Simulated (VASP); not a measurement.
# C (P-1) in VASP: further runs, part 2 of 2

VASP 6.6.1. The steps go on from the part before.

### 3 Single point, r2SCAN (atom 1 (C) moved by (+0.300, -0.600) A along [1 1 0] and z)

Contents of POSCAR:

```
C
1.0
    0.0000000000      2.1270000000      3.3480000000
    1.2280000000      0.0000000000      3.3480000000
    1.2280000000      2.1270000000      0.0000000000
C
2
Direct
    0.0405577738      0.7802307567      0.3925151996
    0.8333300000      0.1666700000      0.8333300000
```

Contents of INCAR.step1:

```
ALGO     = Normal         # electronic algorithm
EDIFF    = 1E-4           # SCF threshold, eV
ENCUT    = 520            # plane-wave cutoff, eV
GGA      = PE             # functional
ISMEAR   = 0              # smearing method
LASPH    = True           # aspherical terms in the spheres
LCHARG   = False          # write CHGCAR
LREAL    = False          # projectors in reciprocal space
LWAVE    = True           # write WAVECAR
NBANDS   = 11             # bands
NELM     = 60             # most SCF steps
PREC     = Accurate       # precision mode
SIGMA    = 0.05           # smearing width, eV
```

Contents of INCAR.step2:

```
ALGO     = Normal         # electronic algorithm
EDIFF    = 1E-6           # SCF threshold, eV
ENCUT    = 520            # plane-wave cutoff, eV
ISIF     = 2              # what is computed and relaxed
ISMEAR   = 0              # smearing method
ISTART   = 1            
LASPH    = True           # aspherical terms in the spheres
LCHARG   = False          # write CHGCAR
LMIXTAU  = True         
LREAL    = False          # projectors in reciprocal space
LWAVE    = False          # write WAVECAR
METAGGA  = R2SCAN         # meta-GGA
NBANDS   = 11             # bands
NELM     = 60             # most SCF steps
PREC     = Accurate       # precision mode
SIGMA    = 0.05           # smearing width, eV
```

Contents of KPOINTS:

```
k-points
0
Gamma
  14 14 14
```

Potentials or basis: VASP PAW PBE potentials, release 64 (C).

Command:

```bash
cat potpaw_PBE.64/C/POTCAR > POTCAR
cp INCAR.step1 INCAR
mpirun -np 1 vasp_std > vasp.out
cp INCAR.step2 INCAR
mpirun -np 1 vasp_std > vasp.out
```

OUTCAR:

```text
EDIFF = 1E-6
   ENCUT = 520
   ISIF = 2
   ISMEAR = 0
   ISTART = 1
   LASPH = True
   LREAL = False
   METAGGA = R2SCAN
   NELM = 60
   PREC = Accurate

 ion  position               nearest neighbor table
   1  0.041  0.780  0.393-   2 1.28   2 1.64   2 1.75
   2  0.833  0.167  0.833-   1 1.28   1 1.64   1 1.75

  LATTYP: Found a face centered orthorhombic cell.
 ALAT       =     2.4560000000
 B/A-ratio  =     1.7320846906
 C/A-ratio  =     2.7263843648

  Lattice vectors:

 A1 = (   0.0000000000,   2.1270000000,   3.3480000000)
 A2 = (   1.2280000000,   0.0000000000,   3.3480000000)
 A3 = (   1.2280000000,   2.1270000000,   0.0000000000)

Analysis of symmetry for initial positions (statically):
=====================================================================
 Subroutine PRICEL returns:
 Original cell was already a primitive cell.

 Routine SETGRP: Setting up the symmetry group for a
 face centered orthorhombic supercell.

 Subroutine GETGRP returns: Found  2 space group operations
 (whereof  1 operations were pure point group operations)
 out of a pool of  8 trial point group operations.

The static configuration has the point symmetry C_1 .
 The point group associated with its full space group is S_2 .

Analysis of symmetry for dynamics (positions and initial velocities):
=====================================================================
 Subroutine PRICEL returns:
 Original cell was already a primitive cell.

 Routine SETGRP: Setting up the symmetry group for a
 face centered orthorhombic supercell.

 Subroutine GETGRP returns: Found  2 space group operations
 (whereof  1 operations were pure point group operations)
 out of a pool of  8 trial point group operations.

The dynamic configuration has the point symmetry C_1 .
 The point group associated with its full space group is S_2 .

 Subroutine INISYM returns: Found  2 space group operations
 (whereof  1 operations are pure point group operations),
 and found     1 'primitive' translations

[... 121 lines left out ...]
   AEXX    =    0.0000 exact exchange contribution
   IVDW    =     0    specifies the selected vdW correction
   LEPSILON=     F    determine dielectric tensor
   LRPA    =     F    only Hartree local field effects (RPA)
 non-spin polarized calculation
 Gauss-broadening in eV      SIGMA  =   0.05
  energy-cutoff  :      520.00
  volume of cell :       17.49
 maximum number of plane-waves:       499
 NGX is ok and might be reduce to    30
   NGX = 15   NGY = 13   NGZ =  9

 number of electron       8.0000000 magnetization

 Free energy of the ion-electron system (eV)
  ---------------------------------------------------
  ext. energy  EPLUGINS =         0.00000000
  ---------------------------------------------------
  free energy    TOTEN  =       -15.74150905 eV

  energy without entropy =      -15.74107560  energy(sigma->0) =      -15.74129233

 E-fermi :   4.4513     XC(G=0): -11.5398

 val. band max:        4.4441625300   @ k =  -0.4286   0.0714  -0.1429
 cond. band min:       4.4515988719   @ k =   0.1429   0.0000  -0.3571
 fundamental gap:      0.0074363420
 Fermi energy:         4.4512650727

 k-point     1 :       0.0000    0.0000    0.0000
  band No.  band energies     occupation
      1     -15.7525      2.00000
      2      -1.5002      2.00000
      3       0.7017      2.00000
      4       4.8309      0.00000
      5       7.8715      0.00000
      6       8.6510      0.00000
      7      13.5452      0.00000
      8      20.8328      0.00000
      9      20.8345      0.00000
     10      28.0631      0.00000
     11      28.8728      0.00000
[... 309 lines left out ...]
 k-point    24 :       0.0000   -0.0000    0.4286
  band No.  band energies     occupation
      1     -11.2886      2.00000
      2      -7.3553      2.00000
      3       1.3407      2.00000
      4       1.4831      2.00000
      5       4.3221      1.99974
      6      13.1690      0.00000
      7      15.1668      0.00000
      8      17.2907      0.00000
      9      23.1528      0.00000
     10      25.1700      0.00000
     11      27.2289      0.00000

 [... further k-points ...]

------------------------ aborting loop because EDIFF is reached ----------------------------------------

  FORCE on cell =-STRESS in cart. coord.  units (eV):
  Direction    XX          YY          ZZ          XY          YZ          ZX
  --------------------------------------------------------------------------------------
  -------------------------------------------------------------------------------------
  Total        4.2674246      2.6635858     -3.6353339      1.6736932      2.8202568      4.7644334
  in kB      390.9265253    244.0034568   -333.0225115    153.3222339    258.3556378    436.4560703
  external PRESSURE =     100.6358235 kB  Pullay stress =       0.0000000 kB

 VOLUME and BASIS-vectors are now :
 -----------------------------------------------------------------------------
  energy-cutoff  :      520.00
  volume of cell :       17.49
      direct lattice vectors                 reciprocal lattice vectors
     0.000000000  2.127000000  3.348000000    -0.407166124  0.235072873  0.149342891
     1.228000000  0.000000000  3.348000000     0.407166124 -0.235072873  0.149342891
     1.228000000  2.127000000  0.000000000     0.407166124  0.235072873 -0.149342891

 POSITION                                       TOTAL-FORCE (eV/Angst)
 -----------------------------------------------------------------------------------
      1.44013      0.92115      2.74800        -7.836912     -4.277397      4.919780
      1.22800      3.54499      3.34800         7.836912      4.277397     -4.919780
 -----------------------------------------------------------------------------------
    total drift:                               -0.000001     -0.000004     -0.000007

  FREE ENERGIE OF THE ION-ELECTRON SYSTEM (eV)
  ---------------------------------------------------
  free  energy   TOTEN  =       -15.7415090540 eV

  energy  without entropy=      -15.7410755985  energy(sigma->0) =      -15.74129233
```

Wall time 23 min (1 thread of Oxide Virtual Turin-like, shared host); peak memory 0.28 GiB.

What came out:

* Free energy: -15.7415 eV
* Pressure: 10.1 GPa
* Largest force: 10.194 eV/Å
* Band gap on the k mesh: zero (bands 4 and 5 overlap by 4.59 eV)

Forces in eV/Å, atoms in the order of the input:
```
C   -7.837 -4.277  4.920
C    7.837  4.277 -4.920
```

Levels at points of the mesh, in eV from the Fermi level:
| k point | band 1 | band 2 | band 3 | band 4 | band 5 | band 6 | band 7 | band 8 | band 9 |
| --- | --- | --- | --- | --- | --- | --- | --- | --- | --- |
| (0.00, 0.00, 0.00) | -20.20 | -5.95 | -3.75 | 0.38 | 3.42 | 4.20 | 9.09 | 16.38 | 16.38 |
| (0.50, 0.00, 0.00) | -15.27 | -11.71 | -3.63 | -2.33 | -0.19 | 4.17 | 12.96 | 13.70 | 18.25 |
| (0.50, 0.50, 0.50) | -14.89 | -12.84 | -3.23 | -2.52 | -0.44 | 8.32 | 11.79 | 13.61 | 17.54 |
| (0.00, 0.00, 0.50) | -14.90 | -12.81 | -3.25 | -2.46 | -0.67 | 8.80 | 10.82 | 12.92 | 18.43 |
| (0.00, 0.50, 0.00) | -15.26 | -11.74 | -3.54 | -3.51 | 2.26 | 4.46 | 8.41 | 16.19 | 18.41 |
| (0.50, 0.50, 0.00) | -19.83 | -9.07 | -3.43 | 3.31 | 4.25 | 6.27 | 8.82 | 14.38 | 16.30 |
| (0.50, 0.00, 0.50) | -15.50 | -11.18 | -4.69 | -2.08 | 1.78 | 5.50 | 9.07 | 12.70 | 15.90 |
| (0.00, 0.50, 0.50) | -15.24 | -10.86 | -4.65 | -4.32 | 1.09 | 5.31 | 10.26 | 16.99 | 18.99 |

Caveat: the cell differs from its parent crystal (atom 1 (C) moved by (+0.300, -0.600) A along [1 1 0] and z); the stress differs along the axes, from -33 to 39 GPa; the PAW data sets were made with another functional, which shifts forces and pressure a little.

### 4 Single point, r2SCAN (atom 1 (C) moved by (+0.600, -0.300) A along [1 1 0] and z)

POSCAR: that of step 3 with these lines changed.

```diff
@@ -8,3 +8,3 @@
 Direct
-    0.0405577738      0.7802307567      0.3925151996
+    0.0488541497      0.8615401156      0.4839517971
     0.8333300000      0.1666700000      0.8333300000
```

Contents of INCAR.step1:

```
ALGO = Normal
EDIFF = 1E-4
ENCUT = 520
GGA = PE
ISMEAR = 0
LASPH = T
LCHARG = F
LREAL = F
LWAVE = T
NBANDS = 11
NELM = 80
PREC = Accurate
SIGMA = 0.05
```

Contents of INCAR.step2:

```
ALGO = Normal
EDIFF = 1E-6
ENCUT = 520
ISIF = 2
ISMEAR = 0
ISTART = 1
LASPH = T
LCHARG = F
LMIXTAU = T
LREAL = F
LWAVE = F
METAGGA = R2SCAN
NBANDS = 11
NELM = 80
PREC = Accurate
SIGMA = 0.05
```

KPOINTS is that of step 3.

Command:

```bash
cat potpaw_PBE.64/C/POTCAR > POTCAR
cp INCAR.step1 INCAR
mpirun -np 1 vasp_std > vasp.out
cp INCAR.step2 INCAR
mpirun -np 1 vasp_std > vasp.out
```

Run time: 26 min. Hardware: 1 thread of Oxide Virtual Turin-like, shared host; peak memory 0.28 GiB.

Results (log left out):

```
Free energy            : -4.3150 eV
Pressure               : 233.2 GPa
Largest force          : 86.897 eV/Å
Band gap on the k mesh : 0.53 eV (least direct gap 1.12 eV)
```

Forces in eV/Å, atoms in the order of the input:
```
C   -80.015 -26.272 -21.414
C    80.015  26.272  21.414
```

Stress tensor (GPa, compression positive):
```
512.54 191.19 219.95
191.19 127.61  72.15
219.95  72.15  59.46
```

Levels at points of the mesh, in eV from the valence-band top:
```
           k point  band 2  band 3  band 4  band 5  band 6  band 7
(0.00, 0.00, 0.00)   -6.70   -6.21   -0.24    4.56    8.56    9.45
(0.50, 0.00, 0.00)  -10.87   -3.87   -1.74    0.67    4.36   14.15
(0.50, 0.50, 0.50)  -10.85   -4.20   -3.68    2.84   10.04   10.87
(0.00, 0.00, 0.50)  -10.89   -4.20   -2.99    0.93   10.90   13.65
(0.00, 0.50, 0.00)  -10.83   -4.33   -1.41    0.61    5.77   12.10
(0.50, 0.50, 0.00)   -8.64   -5.97   -0.22    7.30    9.33   12.62
(0.50, 0.00, 0.50)  -10.59   -5.36   -4.07    4.25    7.87   12.78
(0.00, 0.50, 0.50)  -10.37   -5.19   -5.16    3.87    5.75   13.78
```

Caveat: the cell differs from its parent crystal (atom 1 (C) moved by (+0.600, -0.300) A along [1 1 0] and z); atoms lie so close that the PAW spheres overlap strongly, which falsifies energies and pressures; the stress differs along the axes, from 59 to 513 GPa; the PAW data sets were made with another functional, which shifts forces and pressure a little. A k mesh can miss the band edges.

### 5 Summary

```csv
cell,gap on the mesh (eV),pressure (GPa),largest force (eV/Å)
"as given, atomic positions A",none,0.0,7.63
"as given, atomic positions B",none,10.1,10.19
"as given, atomic positions C",0.53,233.2,86.90
```

Alike in all rows: task single point; level r2SCAN; potentials or basis VASP PAW PBE potentials, release 64 (C); no spin polarisation; k mesh 14 × 14 × 14; cutoff (eV) 520; smearing gaussian 0.05 eV.

Caveats: the PAW data sets were made with another functional, which shifts forces and pressure a little; the stress differs along the axes, from -39 to 22 GPa (at least some runs); the stress differs along the axes, from -33 to 39 GPa (at least some runs); atoms lie so close that the PAW spheres overlap strongly, which falsifies energies and pressures (at least some runs); the stress differs along the axes, from 59 to 513 GPa (at least some runs).

Total energies depend on the potentials used, so only differences within one code and one set of settings carry meaning.
